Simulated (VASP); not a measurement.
# TiAl3 (Pm-3m) in VASP: further runs

Runs on TiAl3. Level: PBEsol. Tasks: single point, relaxation of volume and atoms at fixed shape.

All numbers are computed with VASP 6.6.1; they aren't measurements. Logs are shortened: lines on timing, memory, paths and dates and some standing lists are left out, and cuts for length are marked.

### Step 1. The cell of the first run

Symmetry: Pm-3m, No. 221, cubic system. Conventional cell: a = 3.950 Å, b = 3.950 Å, c = 3.950 Å, α = 90.00°, β = 90.00°, γ = 90.00°. Ti (site symmetry m-3m) has 12 Al at 2.79 Å within 3.7 Å. Within 3.7 Å of Al (site symmetry 4/mmm) lie 4 Ti at 2.79 Å and 8 Al at 2.79 Å.

### Step 2. Single point, PBEsol

File INCAR:

```
SYSTEM = TiAl3
PREC = Accurate
ENCUT = 520
EDIFF = 1E-7
ISMEAR = 0
SIGMA = 0.1
LREAL = .FALSE.
LASPH = .TRUE.
NELM = 60
ALGO = Normal
ISIF = 2
LWAVE = .FALSE.
LCHARG = .TRUE.
GGA = PS
LELF = .TRUE.
LVHAR = .TRUE.
NBANDS = 18
```

File KPOINTS:

```
regular mesh
0
G
  5 5 5
  0 0 0
```

File POSCAR:

```
TiAl3
1.0
    3.9504047776      0.0000000000      0.0000000000
    0.0000000000      3.9504047776      0.0000000000
    0.0000000000      0.0000000000      3.9504047776
Ti Al
1 3
Direct
    0.0000000000      0.0000000000      0.0000000000
    0.5000000000      0.5000000000      0.0000000000
    0.5000000000      0.0000000000      0.5000000000
    0.0000000000      0.5000000000      0.5000000000
```

Potentials or basis: VASP PAW PBE potentials, release 64 (Ti_sv, Al).

Run with:

```sh
$ cat potpaw_PBE.64/Ti_sv/POTCAR potpaw_PBE.64/Al/POTCAR > POTCAR
$ mpirun -np 1 vasp_std > vasp.out
```

OUTCAR:

```text
SYSTEM = TiAl3
   PREC = Accurate
   ENCUT = 520
   EDIFF = 1E-7
   ISMEAR = 0
   LREAL = .FALSE.
   LASPH = .TRUE.
   NELM = 60
   ISIF = 2
   GGA = PS

 ion  position               nearest neighbor table
   1  0.000  0.000  0.000-   2 2.79   3 2.79   4 2.79   3 2.79   4 2.79   2 2.79   4 2.79   4 2.79
                             2 2.79   3 2.79   3 2.79   2 2.79
   2  0.500  0.500  0.000-   1 2.79   3 2.79   4 2.79   3 2.79   4 2.79   1 2.79   3 2.79   3 2.79
                             1 2.79   4 2.79   4 2.79   1 2.79
   3  0.500  0.000  0.500-   1 2.79   2 2.79   4 2.79   1 2.79   2 2.79   2 2.79   4 2.79   2 2.79
                             1 2.79   4 2.79   1 2.79   4 2.79
   4  0.000  0.500  0.500-   1 2.79   2 2.79   3 2.79   1 2.79   2 2.79   1 2.79   3 2.79   1 2.79
                             2 2.79   3 2.79   2 2.79   3 2.79

  LATTYP: Found a simple cubic cell.
 ALAT       =     3.9504047776

  Lattice vectors:

 A1 = (   3.9504047776,   0.0000000000,   0.0000000000)
 A2 = (   0.0000000000,   3.9504047776,   0.0000000000)
 A3 = (   0.0000000000,   0.0000000000,   3.9504047776)

Analysis of symmetry for initial positions (statically):
=====================================================================
 Subroutine PRICEL returns:
 Original cell was already a primitive cell.

 Routine SETGRP: Setting up the symmetry group for a
 simple cubic supercell.

 Subroutine GETGRP returns: Found 48 space group operations
[... 9 lines left out ...]

 Routine SETGRP: Setting up the symmetry group for a
 simple cubic supercell.

 Subroutine GETGRP returns: Found 48 space group operations
[... 11 lines left out ...]
                                     Primitive cell

  volume of cell :      61.6488

  direct lattice vectors                    reciprocal lattice vectors
     3.950404778  0.000000000  0.000000000     0.253138616  0.000000000  0.000000000
     0.000000000  3.950404778  0.000000000     0.000000000  0.253138616  0.000000000
     0.000000000  0.000000000  3.950404778     0.000000000  0.000000000  0.253138616

  length of vectors
     3.950404778  3.950404778  3.950404778     0.253138616  0.253138616  0.253138616

  position of ions in fractional coordinates (direct lattice)
     0.000000000  0.000000000  0.000000000
     0.500000000  0.500000000  0.000000000
     0.500000000  0.000000000  0.500000000
     0.000000000  0.500000000  0.500000000

  ion indices of the primitive-cell ions
   primitive index   ion index
                 1           1
                 2           2
                 3           3
                 4           4

----------------------------------------------------------------------------------------

 KPOINTS: regular mesh

Automatic generation of k-mesh.
 Grid dimensions read from file:
 generate k-points for:    5    5    5

 Generating k-lattice:

  Cartesian coordinates                     Fractional coordinates (reciprocal lattice)
     0.050627723  0.000000000  0.000000000     0.200000000  0.000000000  0.000000000
     0.000000000  0.050627723  0.000000000     0.000000000  0.200000000  0.000000000
     0.000000000  0.000000000  0.050627723     0.000000000  0.000000000  0.200000000

  Length of vectors
     0.050627723  0.050627723  0.050627723

  Shift w.r.t. Gamma in fractional coordinates (k-lattice)
     0.000000000  0.000000000  0.000000000

 Subroutine IBZKPT returns following result:
 ===========================================

 Found     10 irreducible k-points:

 Following reciprocal coordinates:
            Coordinates               Weight
  0.000000  0.000000  0.000000      1.000000
  0.200000  0.000000  0.000000      6.000000
  0.400000  0.000000  0.000000      6.000000
  0.200000  0.200000  0.000000     12.000000
  0.400000  0.200000  0.000000     24.000000
  0.400000  0.400000  0.000000     12.000000
  0.200000  0.200000  0.200000      8.000000
  0.400000  0.200000  0.200000     24.000000
  0.400000  0.400000  0.200000     24.000000
  0.400000  0.400000  0.400000      8.000000
   k-points           NKPTS =     10   k-points in BZ     NKDIM =     10   number of bands    NBANDS=     18
   number of dos      NEDOS =    301   number of ions     NIONS =      4
   total plane-waves  NPLWV =  27000
   dimension x,y,z NGX =    30 NGY =   30 NGZ =   30
   dimension x,y,z NGXF=    60 NGYF=   60 NGZF=   60
   ions per type =               1   3
   NGX,Y,Z   is equivalent  to a cutoff of  12.62, 12.62, 12.62 a.u.
   NGXF,Y,Z  is equivalent  to a cutoff of  25.25, 25.25, 25.25 a.u.
 SYSTEM =  TiAl3
   PREC   = accura    normal or accurate (medium, high low for compatibility)
   ISTART =      0    job   : 0-new  1-cont  2-samecut
   ICHARG =      2    charge: 1-file 2-atom 10-const
   ISPIN  =      1    spin polarized calculation?
   LNONCOLLINEAR =      F non collinear calculations
   LSORBIT =      F    spin-orbit coupling
   LASPH  =      T    aspherical Exc in radial PAW
   ENCUT  =  520.0 eV  38.22 Ry    6.18 a.u.   7.35  7.35  7.35*2*pi/ulx,y,z
   NELM   =     60;   NELMIN=  2; NELMDL= -5     # of ELM steps
   EDIFF  = 0.1E-06   stopping-criterion for ELM
   LREAL  =      F    real-space projection
   EDIFFG = 0.1E-05   stopping-criterion for IOM
   NSW    =      0    number of steps for IOM
   IBRION =     -1    ionic relax: 0-MD 1-quasi-New 2-CG
   NFREE  =      0    steps in history (QN), initial steepest desc. (CG)
   ISIF   =      2    stress and relaxation
   ISYM   =      2    0-nonsym 1-usesym 2-fastsym
   POTIM  = 0.5000    time-step for ionic-motion
   TEBEG  =    0.0;   TEEND  =   0.0 temperature during run
   PSTRESS=    0.0 pullay stress
   NELECT =      21.0000    total number of electrons
   NUPDOWN=      -1.0000    fix difference up-down
   EMIN   =  10.00;   EMAX   =-10.00  energy-range for DOS
   EFERMI =   0.00;   METHOD = LEGACY
   ISMEAR =     0;   SIGMA  =   0.10  broadening in eV -4-tet -1-fermi 0-gaus
   EFERMI_NEDOS =   21; number of points for ismear=-14 and -15
   IALGO  =     38    algorithm
   IMIX   =      4    mixing-type and parameters
     AMIX     =   0.40;   BMIX     =  1.00
     AMIX_MAG =   1.60;   BMIX_MAG =  1.00
  volume/ion in A,a.u.               =      15.41       104.01
  Fermi-wavevector in a.u.,A,eV,Ry     =   1.143334  2.160587 17.785698  1.307212
  Thomas-Fermi vector in A             =   2.280029
   LORBIT       =      0    0 simple, 1 ext, 2 COOP (PROOUT), +10 PAW based schemes
   GGA     = PS    functional components
   LHFCALC =     F    Hartree Fock is set to
   AEXX    =    0.0000 exact exchange contribution
   IVDW    =     0    specifies the selected vdW correction
   LEPSILON=     F    determine dielectric tensor
   LRPA    =     F    only Hartree local field effects (RPA)
 non-spin polarized calculation
 Gauss-broadening in eV      SIGMA  =   0.10
  energy-cutoff  :      520.00
  volume of cell :       61.65
 maximum number of plane-waves:      1679
 NGX is ok and might be reduce to    30
   NGX = 15   NGY = 15   NGZ = 15

 number of electron      20.9999997 magnetization

 Free energy of the ion-electron system (eV)
  ---------------------------------------------------
  ext. energy  EPLUGINS =         0.00000000
  ---------------------------------------------------
  free energy    TOTEN  =       -22.14004269 eV

  energy without entropy =      -22.12830971  energy(sigma->0) =      -22.13417620

 E-fermi :   9.0773     XC(G=0): -10.9316

 val. band max:        9.0739625057   @ k =   0.4000   0.2000   0.0000
 cond. band min:       9.2221928310   @ k =   0.4000   0.0000   0.0000
 fundamental gap:      0.1482303253
 Fermi energy:         9.0773210042

 k-point     1 :       0.0000    0.0000    0.0000
  band No.  band energies     occupation
      1     -47.6506      2.00000
      2     -24.0560      2.00000
      3     -24.0560      2.00000
      4     -24.0560      2.00000
      5      -1.7579      2.00000
      6       5.9707      2.00000
[... 10 lines left out ...]
     17      14.8237      0.00000
     18      14.8237      0.00000

 k-point     2 :       0.2000    0.0000    0.0000
  band No.  band energies     occupation
      1     -47.6503      2.00000
      2     -24.0633      2.00000
      3     -24.0555      2.00000
      4     -24.0555      2.00000
      5      -1.3703      2.00000
      6       4.0397      2.00000
[... 10 lines left out ...]
     17      14.0298      0.00000
     18      14.0298      0.00000

 k-point     3 :       0.4000    0.0000    0.0000
  band No.  band energies     occupation
      1     -47.6499      2.00000
      2     -24.0750      2.00000
      3     -24.0547      2.00000
      4     -24.0547      2.00000
      5      -0.2685      2.00000
      6       1.7463      2.00000
[... 10 lines left out ...]
     17      12.5009      0.00000
     18      14.5692      0.00000

 k-point     4 :       0.2000    0.2000    0.0000
  band No.  band energies     occupation
      1     -47.6500      2.00000
      2     -24.0629      2.00000
      3     -24.0624      2.00000
      4     -24.0550      2.00000
      5      -0.9908      2.00000
      6       4.2328      2.00000
[... 10 lines left out ...]
     17      13.7843      0.00000
     18      14.0426      0.00000

 k-point     5 :       0.4000    0.2000    0.0000
  band No.  band energies     occupation
      1     -47.6496      2.00000
      2     -24.0741      2.00000
      3     -24.0616      2.00000
      4     -24.0542      2.00000
      5       0.0812      2.00000
      6       2.0992      2.00000
[... 10 lines left out ...]
     17      13.7715      0.00000
     18      14.2436      0.00000

 k-point     6 :       0.4000    0.4000    0.0000
  band No.  band energies     occupation
      1     -47.6491      2.00000
      2     -24.0728      2.00000
      3     -24.0726      2.00000
      4     -24.0534      2.00000
      5       1.0465      2.00000
      6       3.0202      2.00000
[... 10 lines left out ...]
     17      12.9773      0.00000
     18      14.6181      0.00000

 k-point     7 :       0.2000    0.2000    0.2000
  band No.  band energies     occupation
      1     -47.6498      2.00000
      2     -24.0625      2.00000
      3     -24.0617      2.00000
      4     -24.0617      2.00000
      5      -0.6189      2.00000
      6       4.4814      2.00000
[... 10 lines left out ...]
     17      13.8008      0.00000
     18      14.0104      0.00000

 k-point     8 :       0.4000    0.2000    0.2000
  band No.  band energies     occupation
      1     -47.6493      2.00000
      2     -24.0733      2.00000
      3     -24.0612      2.00000
      4     -24.0607      2.00000
      5       0.4262      2.00000
      6       2.4412      2.00000
[... 10 lines left out ...]
     17      13.9542      0.00000
     18      14.4223      0.00000

 k-point     9 :       0.4000    0.4000    0.2000
  band No.  band energies     occupation
      1     -47.6489      2.00000
      2     -24.0720      2.00000
      3     -24.0717      2.00000
      4     -24.0599      2.00000
      5       1.3824      2.00000
      6       3.3319      2.00000
[... 10 lines left out ...]
     17      13.2085      0.00000
     18      15.2340      0.00000

 k-point    10 :       0.4000    0.4000    0.4000
  band No.  band energies     occupation
      1     -47.6484      2.00000
      2     -24.0707      2.00000
      3     -24.0704      2.00000
      4     -24.0704      2.00000
      5       2.3250      2.00000
      6       3.9211      2.00000
[... 10 lines left out ...]
     17      12.1936      0.00000
     18      18.1747      0.00000

------------------------ aborting loop because EDIFF is reached ----------------------------------------

  FORCE on cell =-STRESS in cart. coord.  units (eV):
  Direction    XX          YY          ZZ          XY          YZ          ZX
  --------------------------------------------------------------------------------------
  -------------------------------------------------------------------------------------
  Total        0.0430788      0.0430788      0.0430788     -0.0000000      0.0000000      0.0000000
  in kB        1.1195661      1.1195661      1.1195661     -0.0000000      0.0000000      0.0000000
  external PRESSURE =       1.1195661 kB  Pullay stress =       0.0000000 kB

 VOLUME and BASIS-vectors are now :
 -----------------------------------------------------------------------------
  energy-cutoff  :      520.00
  volume of cell :       61.65
      direct lattice vectors                 reciprocal lattice vectors
     3.950404778  0.000000000  0.000000000     0.253138616  0.000000000  0.000000000
     0.000000000  3.950404778  0.000000000     0.000000000  0.253138616  0.000000000
     0.000000000  0.000000000  3.950404778     0.000000000  0.000000000  0.253138616

 POSITION                                       TOTAL-FORCE (eV/Angst)
 -----------------------------------------------------------------------------------
      0.00000      0.00000      0.00000         0.000000      0.000000      0.000000
      1.97520      1.97520      0.00000         0.000000      0.000000      0.000000
      1.97520      0.00000      1.97520         0.000000      0.000000      0.000000
      0.00000      1.97520      1.97520         0.000000      0.000000      0.000000
 -----------------------------------------------------------------------------------
    total drift:                                0.000000     -0.000000      0.000000

  FREE ENERGIE OF THE ION-ELECTRON SYSTEM (eV)
  ---------------------------------------------------
  free  energy   TOTEN  =       -22.1400426856 eV

  energy  without entropy=      -22.1283097073  energy(sigma->0) =      -22.13417620
```

It took 16 s on 1 thread of Intel Xeon 6975P-C, shared host; peak memory 0.16 GiB.

What came out:

| Property | Result |
| --- | --- |
| Free energy | -22.1400 eV |
| Pressure | 0.1 GPa |

Caveat: the PAW data sets were made with another functional, which shifts forces and pressure a little.

### Step 3. Relaxation of volume and atoms at fixed shape, PBEsol

This run uses another cell than the first one, of 15.47 Å³/atom, 1.004 times its volume.

File INCAR:

```
PREC = Accurate ; ENCUT = 600
EDIFF = 1E-6 ; ISMEAR = 0
SIGMA = 0.1 ; LREAL = False
LASPH = True ; NELM = 60
ALGO = Normal ; ISIF = 8
LWAVE = False ; LCHARG = False
GGA = PS ; IBRION = 2
NSW = 80 ; EDIFFG = -0.02
```

File KPOINTS:

```
Automatic mesh
0
Gamma
  5 5 5
```

File POSCAR:

```
TiAl3
1.0
    3.9556712500      0.0000000000      0.0000000000
    0.0000000000      3.9556712500      0.0000000000
    0.0000000000      0.0000000000      3.9556712500
Ti Al
1 3
Direct
    0.0000000000      0.0000000000      0.0000000000
    0.5000000000      0.5000000000      0.0000000000
    0.5000000000      0.0000000000      0.5000000000
    0.0000000000      0.5000000000      0.5000000000
```

Potentials or basis: VASP PAW PBE potentials, release 64 (Ti_sv, Al).

Run with:

```sh
$ cat potpaw_PBE.64/Ti_sv/POTCAR potpaw_PBE.64/Al/POTCAR > POTCAR
$ mpirun -np 1 vasp_std > vasp.out
```

It took 16 s on 1 thread of Intel Xeon 6975P-C, shared host; peak memory 0.18 GiB.

The run converged. Its results:

| Quantity | Value |
| --- | --- |
| Free energy | -22.1406 eV |
| Relaxed volume | 15.40 Å³/atom |
| Relaxed cell | a = 3.949 Å, b = 3.949 Å, c = 3.949 Å, α = 90.00°, β = 90.00°, γ = 90.00° |
| Space group after relaxing (to 0.05 Å) | Pm-3m (No. 221) |
| Energy gained by relaxing | 0.0 meV/atom |
| Ionic steps | 2 |
| Pressure after relaxing | 0.2 GPa |

The path:
```
step  energy change (eV)  largest force (eV/Å)  pressure (GPa)  volume (Å³)
   1              0.0000                0.0000           -0.35        61.90
   2             -0.0001                0.0000            0.19        61.60
```

Final structure:
```yaml
crystal:
  lattice:
    - [3.94929, 0.00000, 0.00000]
    - [0.00000, 3.94929, 0.00000]
    - [0.00000, 0.00000, 3.94929]
  atoms:
    - { symbol: Ti, position: [0.00000, 0.00000, 0.00000] }
    - { symbol: Al, position: [0.50000, 0.50000, 0.00000] }
    - { symbol: Al, position: [0.50000, 0.00000, 0.50000] }
    - { symbol: Al, position: [0.00000, 0.50000, 0.50000] }
```

Levels at points of the mesh, in eV from the Fermi level:
```
           k point  band 7  band 8  band 9  band 10  band 11  band 12  band 13  band 14
(0.00, 0.00, 0.00)   -3.11   -2.16   -2.16    -2.16     0.15     0.15     0.15     0.69
```

Caveat: the PAW data sets were made with another functional, which shifts forces and pressure a little.
